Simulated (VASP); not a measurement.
# BN (P1) in VASP: further runs

BN is run at these levels: PBE; tasks: single point.

Everything below comes from runs of VASP 6.6.1. Logs are shortened: lines on timing, memory, paths and dates and some standing lists are left out, and cuts for length are marked.

**1. The cell of the first run**

The typed cell holds 4 atoms: a = 2.563 Å, b = 2.563 Å, c = 4.439 Å, α = 73.22°, β = 73.22°, γ = 60.00°.

**2. Single point, PBE (mode 4 frozen in at -0.034 Å and mode 5 at +0.000 Å (largest displacements))**

INCAR reads:

```
PREC = Accurate
ENCUT = 520
EDIFF = 1E-6
ISMEAR = 0
SIGMA = 0.05
LREAL = False
LASPH = True
NELM = 80
ALGO = Normal
ISIF = 2
LWAVE = False
LCHARG = False
GGA = PE
NBANDS = 16
```

KPOINTS reads:

```
regular mesh
0
Gamma
  6 6 6
```

POSCAR reads:

```
BN
1.0
    0.0000000000     -1.8123937734     -1.8123937734
   -1.8123937734      0.0000000000     -1.8123937734
    1.8123937734      1.8123937734     -3.6247875468
B N
2 2
Direct
   -0.0031987340      0.0142621553      0.0000000000
    0.5031987340      0.4857378447      0.5000000000
    0.3717265265      0.3895953952      0.8750000000
    0.8782734735      0.8604046048      0.3750000000
```

Potentials or basis: VASP PAW PBE potentials, release 64 (B, N).

On the command line:

```bash
> cat potpaw_PBE.64/B/POTCAR potpaw_PBE.64/N/POTCAR > POTCAR
> mpirun -np 1 vasp_std > vasp.out
```

OUTCAR:

```text
PREC = Accurate
   ENCUT = 520
   EDIFF = 1E-6
   ISMEAR = 0
   LREAL = False
   LASPH = True
   NELM = 80
   ISIF = 2
   GGA = PE

 ion  position               nearest neighbor table
   1  0.997  0.014  0.000-   3 1.57   3 1.57   3 1.57   4 1.57
   2  0.503  0.486  0.500-   4 1.57   4 1.57   4 1.57   3 1.57
   3  0.372  0.390  0.875-   1 1.57   1 1.57   1 1.57   2 1.57
   4  0.878  0.860  0.375-   2 1.57   2 1.57   2 1.57   1 1.57

  LATTYP: Found a trigonal (rhomboedric) cell.
 ALAT       =     4.4394399578
 COS(alpha) =     0.8333333333

  Lattice vectors:

 A1 = (   1.8123937734,   3.6247875468,  -1.8123937734)
 A2 = (   3.6247875468,   1.8123937734,  -1.8123937734)
 A3 = (   1.8123937734,   1.8123937734,  -3.6247875468)

Analysis of symmetry for initial positions (statically):
=====================================================================
 Subroutine PRICEL returns:
 Original cell was already a primitive cell.

 Routine SETGRP: Setting up the symmetry group for a
 trigonal (rhombohedral) supercell.

 Subroutine GETGRP returns: Found  1 space group operations
 (whereof  1 operations were pure point group operations)
 out of a pool of 12 trial point group operations.

The static configuration has the point symmetry C_1 .

Analysis of symmetry for dynamics (positions and initial velocities):
=====================================================================
 Subroutine PRICEL returns:
 Original cell was already a primitive cell.

 Routine SETGRP: Setting up the symmetry group for a
 trigonal (rhombohedral) supercell.

 Subroutine GETGRP returns: Found  1 space group operations
 (whereof  1 operations were pure point group operations)
 out of a pool of 12 trial point group operations.

The dynamic configuration has the point symmetry C_1 .

 Subroutine INISYM returns: Found  1 space group operations
 (whereof  1 operations are pure point group operations),
 and found     1 'primitive' translations

----------------------------------------------------------------------------------------

                                     Primitive cell

  volume of cell :      23.8132

  direct lattice vectors                    reciprocal lattice vectors
     0.000000000 -1.812393773 -1.812393773     0.137939119 -0.413817356 -0.137939119
    -1.812393773  0.000000000 -1.812393773    -0.413817356  0.137939119 -0.137939119
     1.812393773  1.812393773 -3.624787547     0.137939119  0.137939119 -0.137939119

  length of vectors
     2.563111855  2.563111855  4.439439958     0.457492301  0.457492301  0.238917562

  position of ions in fractional coordinates (direct lattice)
     0.996801266  0.014262155  0.000000000
     0.503198734  0.485737845  0.500000000
     0.371726526  0.389595395  0.875000000
     0.878273474  0.860404605  0.375000000

  ion indices of the primitive-cell ions
   primitive index   ion index
                 1           1
                 2           2
                 3           3
                 4           4

----------------------------------------------------------------------------------------

 KPOINTS: regular mesh

Automatic generation of k-mesh.
 Grid dimensions read from file:
 generate k-points for:    6    6    6

 Generating k-lattice:

  Cartesian coordinates                     Fractional coordinates (reciprocal lattice)
     0.022989853 -0.068969559 -0.022989853     0.166666667  0.000000000 -0.000000000
    -0.068969559  0.022989853 -0.022989853     0.000000000  0.166666667 -0.000000000
     0.022989853  0.022989853 -0.022989853     0.000000000  0.000000000  0.166666667

  Length of vectors
     0.076248717  0.076248717  0.039819594

  Shift w.r.t. Gamma in fractional coordinates (k-lattice)
     0.000000000  0.000000000  0.000000000

 Subroutine IBZKPT returns following result:
 ===========================================

 Found    112 irreducible k-points:

 Following reciprocal coordinates:
            Coordinates               Weight
  0.000000  0.000000  0.000000      1.000000
  0.166667  0.000000  0.000000      2.000000
  0.000000  0.166667  0.000000      2.000000
 -0.166667 -0.166667 -0.166667      2.000000
  0.333333  0.000000 -0.000000      2.000000
  0.000000  0.333333 -0.000000      2.000000
[... 16 lines left out ...]
 -0.166667  0.500000 -0.000000      2.000000
 -0.333333  0.500000  0.500000      2.000000
 [... further k-points ...]
   k-points           NKPTS =    112   k-points in BZ     NKDIM =    112   number of bands    NBANDS=     16
   number of dos      NEDOS =    301   number of ions     NIONS =      4
   total plane-waves  NPLWV =  14400
   dimension x,y,z NGX =    20 NGY =   20 NGZ =   36
   dimension x,y,z NGXF=    40 NGYF=   40 NGZF=   72
   ions per type =               2   2
   NGX,Y,Z   is equivalent  to a cutoff of  12.97, 12.97, 13.48 a.u.
   NGXF,Y,Z  is equivalent  to a cutoff of  25.94, 25.94, 26.96 a.u.
 SYSTEM =  unknown system
   PREC   = accura    normal or accurate (medium, high low for compatibility)
   ISTART =      0    job   : 0-new  1-cont  2-samecut
   ICHARG =      2    charge: 1-file 2-atom 10-const
   ISPIN  =      1    spin polarized calculation?
   LNONCOLLINEAR =      F non collinear calculations
   LSORBIT =      F    spin-orbit coupling
   LASPH  =      T    aspherical Exc in radial PAW
   ENCUT  =  520.0 eV  38.22 Ry    6.18 a.u.   4.77  4.77  8.25*2*pi/ulx,y,z
   NELM   =     80;   NELMIN=  2; NELMDL= -5     # of ELM steps
   EDIFF  = 0.1E-05   stopping-criterion for ELM
   LREAL  =      F    real-space projection
   EDIFFG = 0.1E-04   stopping-criterion for IOM
   NSW    =      0    number of steps for IOM
   IBRION =     -1    ionic relax: 0-MD 1-quasi-New 2-CG
   NFREE  =      0    steps in history (QN), initial steepest desc. (CG)
   ISIF   =      2    stress and relaxation
   ISYM   =      2    0-nonsym 1-usesym 2-fastsym
   POTIM  = 0.5000    time-step for ionic-motion
   TEBEG  =    0.0;   TEEND  =   0.0 temperature during run
   PSTRESS=    0.0 pullay stress
   NELECT =      16.0000    total number of electrons
   NUPDOWN=      -1.0000    fix difference up-down
   EMIN   =  10.00;   EMAX   =-10.00  energy-range for DOS
   EFERMI =   0.00;   METHOD = LEGACY
   ISMEAR =     0;   SIGMA  =   0.05  broadening in eV -4-tet -1-fermi 0-gaus
   EFERMI_NEDOS =   21; number of points for ismear=-14 and -15
   IALGO  =     38    algorithm
   IMIX   =      4    mixing-type and parameters
     AMIX     =   0.40;   BMIX     =  1.00
     AMIX_MAG =   1.60;   BMIX_MAG =  1.00
  volume/ion in A,a.u.               =       5.95        40.17
  Fermi-wavevector in a.u.,A,eV,Ry     =   1.433867  2.709616 27.973240  2.055975
  Thomas-Fermi vector in A             =   2.553338
   LORBIT       =      0    0 simple, 1 ext, 2 COOP (PROOUT), +10 PAW based schemes
   GGA     = PE    functional components
   LHFCALC =     F    Hartree Fock is set to
   AEXX    =    0.0000 exact exchange contribution
   IVDW    =     0    specifies the selected vdW correction
   LEPSILON=     F    determine dielectric tensor
   LRPA    =     F    only Hartree local field effects (RPA)
 non-spin polarized calculation
 Gauss-broadening in eV      SIGMA  =   0.05
  energy-cutoff  :      520.00
  volume of cell :       23.81
 maximum number of plane-waves:       663
   NGX =  9   NGY =  9   NGZ = 17

 number of electron      16.0000002 magnetization

 Free energy of the ion-electron system (eV)
  ---------------------------------------------------
  ext. energy  EPLUGINS =         0.00000000
  ---------------------------------------------------
  free energy    TOTEN  =       -34.87401391 eV

  energy without entropy =      -34.87401391  energy(sigma->0) =      -34.87401391

 E-fermi :   7.5449     XC(G=0): -12.7830

 val. band max:        7.3200997317   @ k =   0.0000   0.0000   0.0000
 cond. band min:      11.7485281440   @ k =   0.0000   0.5000   0.5000
 fundamental gap:      4.4284284123
 Fermi energy:         7.5448809153

 k-point     1 :       0.0000    0.0000    0.0000
  band No.  band energies     occupation
      1     -12.8334      2.00000
      2      -8.6528      2.00000
      3      -3.3076      2.00000
      4       5.3852      2.00000
      5       5.3891      2.00000
      6       7.2910      2.00000
[... 8 lines left out ...]
     15      18.0232      0.00000
     16      22.4953      0.00000

 k-point     2 :       0.1667    0.0000    0.0000
  band No.  band energies     occupation
      1     -12.2220      2.00000
      2      -8.2920      2.00000
      3      -2.6191      2.00000
      4       3.2117      2.00000
      5       4.7583      2.00000
      6       5.0168      2.00000
[... 8 lines left out ...]
     15      19.5772      0.00000
     16      22.8906      0.00000

 k-point     3 :       0.0000    0.1667    0.0000
  band No.  band energies     occupation
      1     -12.2222      2.00000
      2      -8.2913      2.00000
      3      -2.6199      2.00000
      4       3.2109      2.00000
      5       4.7621      2.00000
      6       5.0121      2.00000
[... 8 lines left out ...]
     15      19.4975      0.00000
     16      22.8793      0.00000

 k-point     4 :      -0.1667   -0.1667   -0.1667
  band No.  band energies     occupation
      1     -12.2221      2.00000
      2      -8.2916      2.00000
      3      -2.6195      2.00000
      4       3.2112      2.00000
      5       4.7604      2.00000
      6       5.0141      2.00000
[... 8 lines left out ...]
     15      19.5353      0.00000
     16      22.8841      0.00000

 k-point     5 :       0.3333    0.0000   -0.0000
  band No.  band energies     occupation
      1     -10.4861      2.00000
      2      -7.5327      2.00000
      3      -1.0369      2.00000
      4      -0.0159      2.00000
      5       1.2572      2.00000
      6       3.8330      2.00000
[... 8 lines left out ...]
     15      21.8491      0.00000
     16      23.2350      0.00000

 k-point     6 :       0.0000    0.3333   -0.0000
  band No.  band energies     occupation
      1     -10.4873      2.00000
      2      -7.5287      2.00000
      3      -1.0448      2.00000
      4      -0.0236      2.00000
      5       1.2679      2.00000
      6       3.8457      2.00000
[... 8 lines left out ...]
     15      21.8077      0.00000
     16      23.2405      0.00000

 k-point     7 :      -0.3333   -0.3333   -0.3333
  band No.  band energies     occupation
      1     -10.4868      2.00000
      2      -7.5304      2.00000
      3      -1.0415      2.00000
      4      -0.0204      2.00000
      5       1.2635      2.00000
      6       3.8403      2.00000
[... 8 lines left out ...]
     15      21.8265      0.00000
     16      23.2383      0.00000

 k-point     8 :       0.5000    0.0000    0.0000
  band No.  band energies     occupation
      1      -8.2391      2.00000
      2      -8.1857      2.00000
      3      -1.3986      2.00000
      4      -1.3737      2.00000
      5       2.1598      2.00000
      6       2.2110      2.00000
[... 8 lines left out ...]
     15      21.9028      0.00000
     16      21.9633      0.00000

 k-point     9 :       0.0000    0.5000    0.0000
  band No.  band energies     occupation
      1      -8.3284      2.00000
      2      -8.0904      2.00000
      3      -1.4515      2.00000
      4      -1.3406      2.00000
      5       2.0895      2.00000
      6       2.3191      2.00000
[... 8 lines left out ...]
     15      21.7085      0.00000
     16      22.0859      0.00000
[... 172 lines left out ...]
 k-point    19 :       0.3333    0.1667    0.3333
  band No.  band energies     occupation
      1     -10.9440      2.00000
      2      -7.9453      2.00000
      3      -1.0691      2.00000
      4       1.3624      2.00000
      5       1.9381      2.00000
      6       3.1336      2.00000
[... 8 lines left out ...]
     15      21.2433      0.00000
     16      23.5065      0.00000

 k-point    20 :       0.5000    0.1667    0.0000
  band No.  band energies     occupation
      1      -8.8441      2.00000
      2      -7.5234      2.00000
      3      -1.5872      2.00000
      4      -0.0965      2.00000
      5       1.2871      2.00000
      6       1.8963      2.00000
[... 8 lines left out ...]
     15      22.7788      0.00000
     16      23.5851      0.00000

 k-point    21 :      -0.3333    0.1667    0.1667
  band No.  band energies     occupation
      1      -8.8440      2.00000
      2      -7.5235      2.00000
      3      -1.5878      2.00000
      4      -0.0971      2.00000
      5       1.2894      2.00000
      6       1.8971      2.00000
[... 8 lines left out ...]
     15      22.8021      0.00000
     16      23.5841      0.00000

 k-point    22 :      -0.1667    0.3333   -0.1667
  band No.  band energies     occupation
      1      -8.8496      2.00000
      2      -7.5137      2.00000
      3      -1.5953      2.00000
      4      -0.1048      2.00000
      5       1.2821      2.00000
      6       1.9202      2.00000
[... 8 lines left out ...]
     15      22.7467      0.00000
     16      23.5849      0.00000

 k-point    23 :      -0.1667    0.5000   -0.0000
  band No.  band energies     occupation
      1      -8.8494      2.00000
      2      -7.5138      2.00000
      3      -1.5962      2.00000
      4      -0.1056      2.00000
      5       1.2852      2.00000
      6       1.9215      2.00000
[... 8 lines left out ...]
     15      22.7805      0.00000
     16      23.5835      0.00000

 k-point    24 :      -0.3333    0.5000    0.5000
  band No.  band energies     occupation
      1      -8.8471      2.00000
      2      -7.5179      2.00000
      3      -1.5930      2.00000
      4      -0.1024      2.00000
      5       1.2882      2.00000
      6       1.9119      2.00000
[... 8 lines left out ...]
     15      22.8029      0.00000
     16      23.5832      0.00000

 [... further k-points ...]
[... 5 lines left out ...]
  --------------------------------------------------------------------------------------
  -------------------------------------------------------------------------------------
  Total       -0.0030191      0.0646868      0.0253635      0.0046063      0.0005886     -0.0119913
  in kB       -0.2031253      4.3521966      1.7064835      0.3099167      0.0396009     -0.8067874
  external PRESSURE =       1.9518516 kB  Pullay stress =       0.0000000 kB

 VOLUME and BASIS-vectors are now :
 -----------------------------------------------------------------------------
  energy-cutoff  :      520.00
  volume of cell :       23.81
      direct lattice vectors                 reciprocal lattice vectors
     0.000000000 -1.812393773 -1.812393773     0.137939119 -0.413817356 -0.137939119
    -1.812393773  0.000000000 -1.812393773    -0.413817356  0.137939119 -0.137939119
     1.812393773  1.812393773 -3.624787547     0.137939119  0.137939119 -0.137939119

 POSITION                                       TOTAL-FORCE (eV/Angst)
 -----------------------------------------------------------------------------------
     -0.02585     -1.80660     -1.83245         0.236412     -0.053195      0.186399
      0.02585     -0.00580     -3.60474        -0.241012      0.053971     -0.184078
      0.87974      0.91213     -4.55150         0.319517     -0.071663      0.245122
     -0.87974     -0.91213     -4.51046        -0.314916      0.070887     -0.247443
 -----------------------------------------------------------------------------------
    total drift:                                0.000010     -0.000026      0.000041

  FREE ENERGIE OF THE ION-ELECTRON SYSTEM (eV)
  ---------------------------------------------------
  free  energy   TOTEN  =       -34.8740139096 eV

  energy  without entropy=      -34.8740139096  energy(sigma->0) =      -34.87401391
```

Wall time 78 s (1 thread of AMD EPYC, shared host); peak memory 0.12 GiB.

What came out:

```
Free energy            : -34.8740 eV
Pressure               : 0.2 GPa
Largest force          : 0.409 eV/Å
Band gap on the k mesh : 4.43 eV
```

Forces on the atoms (eV/Å):
```
B    0.236 -0.053  0.186
B   -0.241  0.054 -0.184
N    0.320 -0.072  0.245
N   -0.315  0.071 -0.247
```

Stress tensor (GPa, compression positive):
```
-0.02  0.03 -0.08
 0.03  0.44  0.00
-0.08  0.00  0.17
```

Levels at points of the mesh, in eV from the valence-band top:
```csv
k point,band 6,band 7,band 8,band 9,band 10,band 11
"(0.00, 0.00, 0.00)",-0.03,-0.02,0.00,8.73,8.76,8.77
"(0.50, 0.00, 0.00)",-5.11,-3.63,-3.63,7.48,7.51,12.83
"(0.00, 0.50, 0.00)",-5.00,-3.65,-3.63,7.42,7.55,12.60
"(0.50, 0.50, 0.50)",-5.03,-3.64,-3.63,7.44,7.54,12.66
"(0.50, 0.50, 0.00)",-4.87,-1.95,-1.93,4.43,9.15,10.01
"(0.00, 0.50, 0.50)",-4.87,-1.94,-1.93,4.43,9.13,10.01
"(0.50, 0.00, 0.50)",-4.87,-1.96,-1.92,4.44,9.19,10.00
"(0.00, 0.00, 0.50)",-1.20,-1.07,-1.07,9.43,9.46,10.11
```

Caveat: the k points lie up to 0.48 Å⁻¹ apart; the cell differs from its parent crystal (mode 4 frozen in at -0.034 Å and mode 5 at +0.000 Å (largest displacements)). A k mesh can miss the band edges.

[end of part 1 of 3]
